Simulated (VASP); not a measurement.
A run of VASP 6.6.1 is set up as follows.

The input INCAR:

```
SYSTEM = ZnO
PREC = Accurate
ENCUT = 600
EDIFF = 1E-6
ISMEAR = 0
SIGMA = 0.1
LREAL = .False.
LASPH = .True.
NELM = 60
ALGO = Normal
ISIF = 3
LWAVE = .False.
LCHARG = .False.
GGA = PE
IBRION = 2
NSW = 90
EDIFFG = -0.04
```

KPOINTS

```
Automatic mesh
0
Gamma
  6 6 6
  0 0 0
```

POSCAR

```
ZnO
1.0
    2.8490538000      0.0000000000      0.0000000000
   -1.4245269000      2.4673529700      0.0000000000
    0.0000000000      0.0000000000      3.4493416100
Zn O
1 1
Direct
    0.0000000000      0.0000000000      0.0000000000
    0.0000000000      0.0000000000      0.5000000000
```

Potentials or basis: VASP PAW PBE potentials, release 64 (Zn, O).

Launch:

```bash
$ cat potpaw_PBE.64/Zn/POTCAR potpaw_PBE.64/O/POTCAR > POTCAR
$ mpirun -np 1 vasp_std > vasp.out
```

Problem. Predict the relaxed volume.

Solution. 18.76 Å³/atom.

Problem. Estimate the space group after relaxing (to 0.05 Å).

Solution. P6/mmm (No. 191).

Final structure:
```
Zn O
1.0
     3.53851    0.00000    0.00000
    -1.76926    3.06444    0.00000
     0.00000    0.00000    3.46038
Zn O
1 1
Direct
  0.00000 0.00000 0.00000
  0.00000 0.00000 0.50000
```

Caveat: the k points lie up to 0.34 Å⁻¹ apart in the final cell; the volume moved by over 15 % at a fixed basis, so the end points are rough.
